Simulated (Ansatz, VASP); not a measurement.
# LiSi2: VASP beside Ansatz

Contents of INCAR:

```
PREC     = Accurate       # precision mode
ENCUT    = 520            # plane-wave cutoff, eV
EDIFF    = 1E-6           # SCF threshold, eV
ISMEAR   = 0              # smearing method
SIGMA    = 0.2            # smearing width, eV
LREAL    = F              # projectors in reciprocal space
LASPH    = T              # aspherical terms in the spheres
NELM     = 60             # most SCF steps
ALGO     = Normal         # electronic algorithm
ISIF     = 2              # what is computed and relaxed
LWAVE    = F              # write WAVECAR
LCHARG   = F              # write CHGCAR
GGA      = PE             # functional
NBANDS   = 34             # bands
```

File KPOINTS:

```
regular mesh
0
Gamma
  6 6 2
```

The input POSCAR:

```
LiSi2
1.0
    4.2808800901     -0.0000000289      0.0000000000
   -2.1404400200      3.7073509230      0.0000000000
    0.0000000000      0.0000000000     11.2923240000
Li Si
4 8
Direct
    0.0000000000      0.0000000000      0.1250000000
    0.0000000000      0.0000000000      0.6250000000
    0.0000000000      0.0000000000      0.3750000000
    0.0000000000      0.0000000000      0.8750000000
    0.6666666667      0.3333333333      0.0170605000
    0.6666666667      0.3333333333      0.5170605000
    0.3333333333      0.6666666667      0.2670605000
    0.3333333333      0.6666666667      0.7670605000
    0.6666666667      0.3333333333      0.2329395000
    0.6666666667      0.3333333333      0.7329395000
    0.3333333333      0.6666666667      0.4829395000
    0.3333333333      0.6666666667      0.9829395000
```

Input for Ansatz:

```yaml
crystal:
  lattice:
    - [4.2808800901, -2.89e-08, 0.0]
    - [-2.14044002, 3.707350923, 0.0]
    - [0.0, 0.0, 11.292324]
  atoms:
    - { symbol: Li, position: [0.0, 0.0, 0.125] }
    - { symbol: Li, position: [0.0, 0.0, 0.625] }
    - { symbol: Li, position: [0.0, 0.0, 0.375] }
    - { symbol: Li, position: [0.0, 0.0, 0.875] }
    - { symbol: Si, position: [0.6666666667, 0.3333333333, 0.0170605] }
    - { symbol: Si, position: [0.6666666667, 0.3333333333, 0.5170605] }
    - { symbol: Si, position: [0.3333333333, 0.6666666667, 0.2670605] }
    - { symbol: Si, position: [0.3333333333, 0.6666666667, 0.7670605] }
    - { symbol: Si, position: [0.6666666667, 0.3333333333, 0.2329395] }
    - { symbol: Si, position: [0.6666666667, 0.3333333333, 0.7329395] }
    - { symbol: Si, position: [0.3333333333, 0.6666666667, 0.4829395] }
    - { symbol: Si, position: [0.3333333333, 0.6666666667, 0.9829395] }
basis:
  ecutwfc: 420
kpoints:
  mp_grid: { grid: [6, 6, 2] }
hamiltonian:
  xc: pbe
scf:
  occupations: { method: gaussian, width: 0.2 }
  lower_state_search: "off"
output:
  forces: true
  stress: true
  eigenvalues: true
```

Alike in both runs: task single point; functional PBE; k mesh 6 × 6 × 2; occupations gaussian, width 0.2 eV; no spin polarisation.

```csv
,VASP,Ansatz
version,VASP 6.6.1,Ansatz 0.2.0
potentials or method,"VASP PAW PBE potentials, release 64 (Li_sv, Si), cutoff 520 eV","scalar-relativistic, plane waves, PAW"
valence electrons in the cell,44,44
```

|  | VASP | Ansatz | Ansatz less VASP |
| --- | --- | --- | --- |
| gap on the k mesh at the Fermi level (eV) | none | none | - |
| rms of the force components (eV/Å) | 0.013 | 0.014 | +0.0017 |

Atom by atom the forces differ by 0.002 eV/Å (rms over components). A gap of «none» marks a metal or a gap that the smearing closes.

Noted on VASP's run: the cutoff is short for stress, so the pressure is rough.
